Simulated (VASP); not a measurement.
A run of VASP 6.6.1:

INCAR

```
PREC = Accurate
ENCUT = 520
EDIFF = 1E-7
ISMEAR = 0
SIGMA = 0.1
LREAL = F
LASPH = T
NELM = 100
ALGO = Normal
ISIF = 2
LWAVE = F
LCHARG = F
GGA = PE
NBANDS = 11
```

Contents of KPOINTS:

```
regular mesh
0
Gamma
  16 16 16
```

File POSCAR:

```
Pt
1.0
    0.0000000000      1.9847426261      1.9847426261
    1.9847426261      0.0000000000      1.9847426261
    1.9847426261      1.9847426261      0.0000000000
Pt
1
Direct
    0.0000000000      0.0000000000      0.0000000000
```

Potentials or basis: VASP PAW PBE potentials, release 64 (Pt).

The run is started by

```console
$ cat potpaw_PBE.64/Pt/POTCAR > POTCAR
$ mpirun -np 1 vasp_std > vasp.out
```

Hardware: 1 thread of Intel(R) Xeon(R) 6975P-C (Granite Rapids), with other jobs on the host.

Q: Estimate the wall time of this run.

A: It took 11 s on 1 thread of Intel(R) Xeon(R) 6975P-C (Granite Rapids) (shared host), peak memory 0.16 GiB. Counts: scf iterations 12, k points 145.
